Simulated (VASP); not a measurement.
Runs of VASP 6.6.1 on SnO. The structure is that of space group Pm-3m (No. 221), or close to it. The cells are those of the table. 

```csv
task,cell,k mesh,cutoff (eV),smearing,gap on the mesh (eV),pressure (GPa)
single point,"a = 3.132 Å, 2 atoms",18 × 18 × 18,520,gaussian 0.1 eV,none,-0.1
relaxation of cell and atoms,"relaxed from a = 3.158 Å, 2 atoms",12 × 12 × 12,600,gaussian 0.02 eV,none,0.0
single point,"a = 3.158 Å, 2 atoms",6 × 6 × 6,520,gaussian 0.1 eV,(a),-2.1
single point,"a = 3.131 Å, 2 atoms",12 × 12 × 12,520,gaussian 0.02 eV,none,0.0
```

Alike in all rows: level PBE; potentials or basis VASP PAW PBE potentials, release 64 (Sn_d, O); no spin polarisation.

Q: Estimate the missing entries.

A: (a) 0.36.

Caveats: spin-orbit coupling is left out, which moves the levels of the heavy elements; semilocal functionals underestimate gaps, so a narrow gap can read as zero (at least some runs).

A k mesh can miss the band edges, and the runs leave out spin-orbit coupling on Sn.

A gap of «none» marks levels without a gap at the run's occupations.
